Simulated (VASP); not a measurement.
Here is a VASP 6.6.1 calculation.

POSCAR

```
B
1.0
    0.0000000000      1.9604330000      1.9604330000
    1.9604330000      0.0000000000      1.9604330000
    1.9604330000      1.9604330000      0.0000000000
B
2
Direct
    0.0000000000      0.0000000000      0.0000000000
    0.2500000000      0.2500000000      0.2500000000
```

The input INCAR.step1:

```
SYSTEM = B
PREC = Accurate
ENCUT = 520
ISMEAR = 1
SIGMA = 0.0203
LREAL = .FALSE.
LASPH = .TRUE.
NELM = 60
NBANDS = 10
GGA = PE
ALGO = Normal
EDIFF = 1E-4
LWAVE = .TRUE.
LCHARG = .FALSE.
```

INCAR.step2

```
SYSTEM = B
PREC = Accurate
ENCUT = 520
EDIFF = 1E-6
ISMEAR = 1
SIGMA = 0.0203
LREAL = .FALSE.
LASPH = .TRUE.
NELM = 60
ALGO = Normal
ISIF = 2
LWAVE = .FALSE.
LCHARG = .FALSE.
METAGGA = R2SCAN
LMIXTAU = .TRUE.
NBANDS = 10
ISTART = 1
```

Contents of KPOINTS:

```
regular mesh
0
G
  11 11 11
  0 0 0
```

Potentials or basis: VASP PAW PBE potentials, release 64 (B).

The run is started by

```bash
$ cat potpaw_PBE.64/B/POTCAR > POTCAR
$ cp INCAR.step1 INCAR
$ mpirun -np 1 vasp_std > vasp.out
$ cp INCAR.step2 INCAR
$ mpirun -np 1 vasp_std > vasp.out
```

(1) What does it give for the pressure?

(2) Estimate the band gap on the k mesh.

Answers

(1) 21.0 GPa.

(2) zero (band 3 reaches 9.21 eV, above the bottom of band 4 at 1.66 eV).

Caveat: the PAW data sets were made with another functional, which shifts forces and pressure a little.
